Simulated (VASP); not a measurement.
# BAs (F-43m) in VASP: single point with PBE

Aim: the single point of BAs with PBE.

All numbers are computed with VASP 6.6.1; they aren't measurements. Logs are shortened: lines on timing, memory, paths and dates and some standing lists are left out, and cuts for length are marked.

## (1) The cell of the first run

It takes space group F-43m (No. 216, cubic). Conventional cell: a = 4.777 Å, b = 4.777 Å, c = 4.777 Å, α = 90.00°, β = 90.00°, γ = 90.00°. Within 2.7 Å of B (site symmetry -43m) lie 4 As at 2.07 Å. As (site symmetry -43m) has 4 B at 2.07 Å within 2.7 Å.

## (2) Single point, PBE

The input, INCAR:

```
SYSTEM = BAs
ALGO = Normal ; EDIFF = 1E-6
ENCUT = 520 ; GGA = PE
ISIF = 2 ; ISMEAR = 0
LASPH = .TRUE. ; LCHARG = .TRUE.
LELF = .TRUE. ; LREAL = .FALSE.
LVHAR = .TRUE. ; LWAVE = .FALSE.
NBANDS = 11 ; NELM = 60
PREC = Accurate ; SIGMA = 0.01
```

The input, KPOINTS:

```
k-points
0
G
  8 8 8
  0 0 0
```

The input, POSCAR:

```
BAs
1.0
    0.0000000000      2.3885000000      2.3885000000
    2.3885000000      0.0000000000      2.3885000000
    2.3885000000      2.3885000000      0.0000000000
B As
1 1
Direct
    0.0000000000      0.0000000000      0.0000000000
    0.2500000000      0.2500000000      0.2500000000
```

Potentials or basis: VASP PAW PBE potentials, release 64 (B, As).

On the command line:

```
$ cat potpaw_PBE.64/B/POTCAR potpaw_PBE.64/As/POTCAR > POTCAR
$ mpirun -np 1 vasp_std > vasp.out
```

OUTCAR:

```text
SYSTEM = BAs
   EDIFF = 1E-6
   ENCUT = 520
   GGA = PE
   ISIF = 2
   ISMEAR = 0
   LASPH = .TRUE.
   LREAL = .FALSE.
   NELM = 60
   PREC = Accurate

 ion  position               nearest neighbor table
   1  0.000  0.000  0.000-   2 2.07   2 2.07   2 2.07   2 2.07
   2  0.250  0.250  0.250-   1 2.07   1 2.07   1 2.07   1 2.07

  LATTYP: Found a face centered cubic cell.
 ALAT       =     4.7770000000

  Lattice vectors:

 A1 = (   0.0000000000,   2.3885000000,   2.3885000000)
 A2 = (   2.3885000000,   0.0000000000,   2.3885000000)
 A3 = (   2.3885000000,   2.3885000000,   0.0000000000)

Analysis of symmetry for initial positions (statically):
=====================================================================
 Subroutine PRICEL returns:
 Original cell was already a primitive cell.

 Routine SETGRP: Setting up the symmetry group for a
 face centered cubic supercell.

 Subroutine GETGRP returns: Found 24 space group operations
 (whereof 24 operations were pure point group operations)
 out of a pool of 48 trial point group operations.

The static configuration has the point symmetry T_d .

Analysis of symmetry for dynamics (positions and initial velocities):
=====================================================================
 Subroutine PRICEL returns:
 Original cell was already a primitive cell.

 Routine SETGRP: Setting up the symmetry group for a
 face centered cubic supercell.

 Subroutine GETGRP returns: Found 24 space group operations
 (whereof 24 operations were pure point group operations)
 out of a pool of 48 trial point group operations.

The dynamic configuration has the point symmetry T_d .

 Subroutine INISYM returns: Found 24 space group operations
 (whereof 24 operations are pure point group operations),
 and found     1 'primitive' translations

----------------------------------------------------------------------------------------

                                     Primitive cell

  volume of cell :      27.2525

  direct lattice vectors                    reciprocal lattice vectors
     0.000000000  2.388500000  2.388500000    -0.209336404  0.209336404  0.209336404
     2.388500000  0.000000000  2.388500000     0.209336404 -0.209336404  0.209336404
     2.388500000  2.388500000  0.000000000     0.209336404  0.209336404 -0.209336404

  length of vectors
     3.377849094  3.377849094  3.377849094     0.362581287  0.362581287  0.362581287

  position of ions in fractional coordinates (direct lattice)
     0.000000000  0.000000000  0.000000000
     0.250000000  0.250000000  0.250000000

  ion indices of the primitive-cell ions
   primitive index   ion index
                 1           1
                 2           2

----------------------------------------------------------------------------------------

 KPOINTS: k-points

Automatic generation of k-mesh.
 Grid dimensions read from file:
 generate k-points for:    8    8    8

 Generating k-lattice:

  Cartesian coordinates                     Fractional coordinates (reciprocal lattice)
    -0.026167050  0.026167050  0.026167050     0.125000000  0.000000000  0.000000000
     0.026167050 -0.026167050  0.026167050     0.000000000  0.125000000  0.000000000
     0.026167050  0.026167050 -0.026167050     0.000000000  0.000000000  0.125000000

  Length of vectors
     0.045322661  0.045322661  0.045322661

  Shift w.r.t. Gamma in fractional coordinates (k-lattice)
     0.000000000  0.000000000  0.000000000

 Subroutine IBZKPT returns following result:
 ===========================================

 Found     29 irreducible k-points:

 Following reciprocal coordinates:
            Coordinates               Weight
  0.000000  0.000000  0.000000      1.000000
  0.125000  0.000000  0.000000      8.000000
  0.250000  0.000000  0.000000      8.000000
  0.375000  0.000000  0.000000      8.000000
  0.500000  0.000000  0.000000      4.000000
  0.125000  0.125000  0.000000      6.000000
[... 16 lines left out ...]
  0.500000  0.250000  0.125000     48.000000
 -0.375000  0.250000  0.125000     24.000000
 [... further k-points ...]
   k-points           NKPTS =     29   k-points in BZ     NKDIM =     29   number of bands    NBANDS=     11
   number of dos      NEDOS =    301   number of ions     NIONS =      2
   total plane-waves  NPLWV =  21952
   dimension x,y,z NGX =    28 NGY =   28 NGZ =   28
   dimension x,y,z NGXF=    56 NGYF=   56 NGZF=   56
   ions per type =               1   1
   NGX,Y,Z   is equivalent  to a cutoff of  13.78, 13.78, 13.78 a.u.
   NGXF,Y,Z  is equivalent  to a cutoff of  27.56, 27.56, 27.56 a.u.
 SYSTEM =  BAs
   PREC   = accura    normal or accurate (medium, high low for compatibility)
   ISTART =      0    job   : 0-new  1-cont  2-samecut
   ICHARG =      2    charge: 1-file 2-atom 10-const
   ISPIN  =      1    spin polarized calculation?
   LNONCOLLINEAR =      F non collinear calculations
   LSORBIT =      F    spin-orbit coupling
   LASPH  =      T    aspherical Exc in radial PAW
   ENCUT  =  520.0 eV  38.22 Ry    6.18 a.u.   6.28  6.28  6.28*2*pi/ulx,y,z
   NELM   =     60;   NELMIN=  2; NELMDL= -5     # of ELM steps
   EDIFF  = 0.1E-05   stopping-criterion for ELM
   LREAL  =      F    real-space projection
   EDIFFG = 0.1E-04   stopping-criterion for IOM
   NSW    =      0    number of steps for IOM
   IBRION =     -1    ionic relax: 0-MD 1-quasi-New 2-CG
   NFREE  =      0    steps in history (QN), initial steepest desc. (CG)
   ISIF   =      2    stress and relaxation
   ISYM   =      2    0-nonsym 1-usesym 2-fastsym
   POTIM  = 0.5000    time-step for ionic-motion
   TEBEG  =    0.0;   TEEND  =   0.0 temperature during run
   PSTRESS=    0.0 pullay stress
   NELECT =       8.0000    total number of electrons
   NUPDOWN=      -1.0000    fix difference up-down
   EMIN   =  10.00;   EMAX   =-10.00  energy-range for DOS
   EFERMI =   0.00;   METHOD = LEGACY
   ISMEAR =     0;   SIGMA  =   0.01  broadening in eV -4-tet -1-fermi 0-gaus
   EFERMI_NEDOS =   21; number of points for ismear=-14 and -15
   IALGO  =     38    algorithm
   IMIX   =      4    mixing-type and parameters
     AMIX     =   0.40;   BMIX     =  1.00
     AMIX_MAG =   1.60;   BMIX_MAG =  1.00
  volume/ion in A,a.u.               =      13.63        91.95
  Fermi-wavevector in a.u.,A,eV,Ry     =   1.088018  2.056057 16.106360  1.183784
  Thomas-Fermi vector in A             =   2.224191
   LORBIT       =      0    0 simple, 1 ext, 2 COOP (PROOUT), +10 PAW based schemes
   GGA     = PE    functional components
   LHFCALC =     F    Hartree Fock is set to
   AEXX    =    0.0000 exact exchange contribution
   IVDW    =     0    specifies the selected vdW correction
   LEPSILON=     F    determine dielectric tensor
   LRPA    =     F    only Hartree local field effects (RPA)
 non-spin polarized calculation
 Gauss-broadening in eV      SIGMA  =   0.01
  energy-cutoff  :      520.00
  volume of cell :       27.25
 maximum number of plane-waves:       754
 NGX is ok and might be reduce to    28
   NGX = 13   NGY = 13   NGZ = 13

 number of electron       8.0000000 magnetization

 Free energy of the ion-electron system (eV)
  ---------------------------------------------------
  ext. energy  EPLUGINS =         0.00000000
  ---------------------------------------------------
  free energy    TOTEN  =       -11.40421522 eV

  energy without entropy =      -11.40421522  energy(sigma->0) =      -11.40421522

 E-fermi :   6.1745     XC(G=0): -10.5838

 val. band max:        6.1272429997   @ k =   0.0000   0.0000   0.0000
 cond. band min:       7.3159833301   @ k =   0.3750   0.3750   0.0000
 fundamental gap:      1.1887403304
 Fermi energy:         6.1744553530

 k-point     1 :       0.0000    0.0000    0.0000
  band No.  band energies     occupation
      1      -9.2743      2.00000
      2       6.1272      2.00000
      3       6.1272      2.00000
      4       6.1272      2.00000
      5       9.4033      0.00000
      6       9.4033      0.00000
      7       9.4033      0.00000
      8      10.8141      0.00000
      9      15.7098      0.00000
     10      19.0771      0.00000
     11      19.0771      0.00000

 k-point     2 :       0.1250    0.0000    0.0000
  band No.  band energies     occupation
      1      -9.0183      2.00000
      2       4.1623      2.00000
      3       5.6888      2.00000
      4       5.6888      2.00000
      5       9.5216      0.00000
      6       9.9803      0.00000
      7       9.9803      0.00000
      8      12.0868      0.00000
      9      16.6584      0.00000
     10      17.7418      0.00000
     11      17.7418      0.00000

 k-point     3 :       0.2500    0.0000    0.0000
  band No.  band energies     occupation
      1      -8.2728      2.00000
      2       1.1880      2.00000
      3       4.9780      2.00000
      4       4.9780      2.00000
      5       9.1931      0.00000
      6      10.7787      0.00000
      7      10.7787      0.00000
      8      14.0259      0.00000
      9      17.3555      0.00000
     10      17.3555      0.00000
     11      17.4229      0.00000

 k-point     4 :       0.3750    0.0000    0.0000
  band No.  band energies     occupation
      1      -7.1658      2.00000
      2      -1.3929      2.00000
      3       4.4784      2.00000
      4       4.4784      2.00000
      5       8.9162      0.00000
      6      10.9569      0.00000
      7      10.9569      0.00000
      8      14.9543      0.00000
      9      17.9473      0.00000
     10      18.8113      0.00000
     11      18.8113      0.00000
[... 239 lines left out ...]
 k-point    22 :       0.3750    0.2500    0.1250
  band No.  band energies     occupation
      1      -7.6207      2.00000
      2       0.9290      2.00000
      3       2.4103      2.00000
      4       4.1050      2.00000
      5       9.3543      0.00000
      6      11.3501      0.00000
      7      12.0692      0.00000
      8      13.3140      0.00000
      9      16.8587      0.00000
     10      19.4637      0.00000
     11      20.3316      0.00000

 k-point    23 :       0.5000    0.2500    0.1250
  band No.  band energies     occupation
      1      -6.5521      2.00000
      2      -1.0369      2.00000
      3       1.6885      2.00000
      4       3.3898      2.00000
      5       9.9766      0.00000
      6      11.1913      0.00000
      7      12.6541      0.00000
      8      14.1974      0.00000
      9      17.5408      0.00000
     10      19.4700      0.00000
     11      21.6333      0.00000

 k-point    24 :      -0.3750    0.2500    0.1250
  band No.  band energies     occupation
      1      -5.8286      2.00000
      2      -2.1636      2.00000
      3       1.5664      2.00000
      4       3.0538      2.00000
      5      10.0941      0.00000
      6      10.8890      0.00000
      7      13.5852      0.00000
      8      15.1526      0.00000
      9      16.4837      0.00000
     10      20.3145      0.00000
     11      21.3730      0.00000

 [... further k-points ...]
[... 5 lines left out ...]
  --------------------------------------------------------------------------------------
  -------------------------------------------------------------------------------------
  Total        0.5825187      0.5825187      0.5825187     -0.0000000      0.0000000     -0.0000000
  in kB       34.2463830     34.2463830     34.2463830     -0.0000000      0.0000000     -0.0000000
  external PRESSURE =      34.2463830 kB  Pullay stress =       0.0000000 kB

 VOLUME and BASIS-vectors are now :
 -----------------------------------------------------------------------------
  energy-cutoff  :      520.00
  volume of cell :       27.25
      direct lattice vectors                 reciprocal lattice vectors
     0.000000000  2.388500000  2.388500000    -0.209336404  0.209336404  0.209336404
     2.388500000  0.000000000  2.388500000     0.209336404 -0.209336404  0.209336404
     2.388500000  2.388500000  0.000000000     0.209336404  0.209336404 -0.209336404

 POSITION                                       TOTAL-FORCE (eV/Angst)
 -----------------------------------------------------------------------------------
      0.00000      0.00000      0.00000        -0.000000     -0.000000     -0.000000
      1.19425      1.19425      1.19425         0.000000      0.000000      0.000000
 -----------------------------------------------------------------------------------
    total drift:                               -0.000000     -0.000000     -0.000000

  FREE ENERGIE OF THE ION-ELECTRON SYSTEM (eV)
  ---------------------------------------------------
  free  energy   TOTEN  =       -11.4042152157 eV

  energy  without entropy=      -11.4042152157  energy(sigma->0) =      -11.40421522
```

It took 7.8 s on 1 thread of Intel Xeon Platinum 8488C (Sapphire Rapids), shared host; peak memory 0.16 GiB.

What came out:

- Free energy: -11.4042 eV
- Pressure: 3.4 GPa
- Band gap on the k mesh: 1.19 eV, indirect (least direct gap 3.28 eV)

Levels at points of the mesh, in eV from the valence-band top:
```
           k point  band 1  band 2  band 3  band 4  band 5  band 6  band 7  band 8
(0.00, 0.00, 0.00)  -15.40    0.00    0.00    0.00    3.28    3.28    3.28    4.69
(0.50, 0.00, 0.00)  -12.53   -8.79   -1.82   -1.82    2.69    4.78    4.78    8.86
(0.50, 0.50, 0.00)  -11.21   -8.53   -4.08   -4.08    1.43    1.44   11.37   11.37
```

A k mesh can miss the band edges. As with any semilocal functional, this PBE gap is likely too small.
